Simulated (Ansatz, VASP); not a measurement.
## One calculation of SnO2, two programs

INCAR

```
SYSTEM = SnO2
PREC = Accurate
ENCUT = 520
EDIFF = 1E-6
ISMEAR = 0
SIGMA = 0.05
LREAL = .FALSE.
LASPH = .TRUE.
NELM = 100
ALGO = Normal
ISIF = 2
LWAVE = .FALSE.
LCHARG = .TRUE.
GGA = PE
LELF = .TRUE.
LVHAR = .TRUE.
NBANDS = 20
```

Contents of KPOINTS:

```
regular mesh
0
G
  12 12 12
  0 0 0
```

The input POSCAR:

```
SnO2
1.0
    1.6167660720      0.9334403269      4.9182553763
   -1.6167660720      0.9334403269      4.9182553763
    0.0000000000     -1.8668806537      4.9182553763
Sn O
1 2
Direct
    0.5000000000      0.5000000000      0.5000000000
    0.2176001231      0.2176001231      0.2176001231
    0.7823998769      0.7823998769      0.7823998769
```

Input for Ansatz:

```yaml
crystal:
  lattice:
    - [1.616766072, 0.9334403269, 4.9182553763]
    - [-1.616766072, 0.9334403269, 4.9182553763]
    - [0.0, -1.8668806537, 4.9182553763]
  atoms:
    - { symbol: Sn, position: [0.5, 0.5, 0.5] }
    - { symbol: O, position: [0.2176001231, 0.2176001231, 0.2176001231] }
    - { symbol: O, position: [0.7823998769, 0.7823998769, 0.7823998769] }
basis:
  ecutwfc: 520.0
kpoints:
  mp_grid: { grid: [12, 12, 12] }
hamiltonian:
  xc: pbe
  pseudopotentials: { kind: paw, azcp: { folder: soft_1 } }
scf:
  occupations: { method: gaussian, width: 0.05 }
output:
  forces: true
  stress: true
  eigenvalues: true
```

Alike in both runs: task single point; functional PBE; k mesh 12 × 12 × 12; occupations gaussian, width 0.05 eV; no spin polarisation.

|  | VASP | Ansatz |
| --- | --- | --- |
| version | VASP 6.6.1 | Ansatz 0.2.0 |
| potentials or method | VASP PAW PBE potentials, release 64 (Sn_d, O), cutoff 520 eV | scalar-relativistic, plane waves, PAW |
| valence electrons in the cell | 26 | 26 |

Ansatz gave:

```
gap on the k mesh at the Fermi level (eV)                     : 2.34
least direct gap on the mesh (eV)                             : 3.55
pressure (GPa)                                                : 24.9
traceless stress, the component that is largest in VASP (GPa) : -4.63
rms of the force components (eV/Å)                            : 1.810
```

Task: Estimate VASP's values.

Result: gap on the k mesh at the Fermi level (eV): 2.33; least direct gap on the mesh (eV): 3.56; pressure (GPa): 25.8; traceless stress, the component that is largest in VASP (GPa): -5.31; rms of the force components (eV/Å): 1.842.

Atom by atom the forces differ by 0.032 eV/Å (rms over components).
